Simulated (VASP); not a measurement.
A run of VASP 6.6.1 is set up as follows.

File INCAR:

```
ALGO = Normal ; EDIFF = 1E-6
ENCUT = 520 ; GGA = PE
ISIF = 2 ; ISMEAR = -1
LASPH = T ; LCHARG = T
LELF = T ; LREAL = F
LVHAR = T ; LWAVE = F
NBANDS = 16 ; NELM = 100
PREC = Accurate ; SIGMA = 0.15
```

File KPOINTS:

```
k-points
0
Gamma
  12 12 12
```

File POSCAR:

```
InSb
1.0
    0.0000000000      3.3185726850      3.3185726850
    3.3185726850      0.0000000000      3.3185726850
    3.3185726850      3.3185726850      0.0000000000
In Sb
1 1
Direct
    0.0000000000      0.0000000000      0.0000000000
    0.2500000000      0.2500000000      0.2500000000
```

Potentials or basis: VASP PAW PBE potentials, release 64 (In_d, Sb).

Command:

```console
$ cat potpaw_PBE.64/In_d/POTCAR potpaw_PBE.64/Sb/POTCAR > POTCAR
$ mpirun -np 1 vasp_std > vasp.out
```

Question: Predict the pressure.

Answer: 0.0 GPa.

Question: Predict the band gap on the k mesh.

Answer: Zero (filled and empty bands touch).

Caveat: semilocal functionals underestimate gaps, and a narrow one can read as zero; spin-orbit coupling is left out, which moves the levels of the heavy elements.
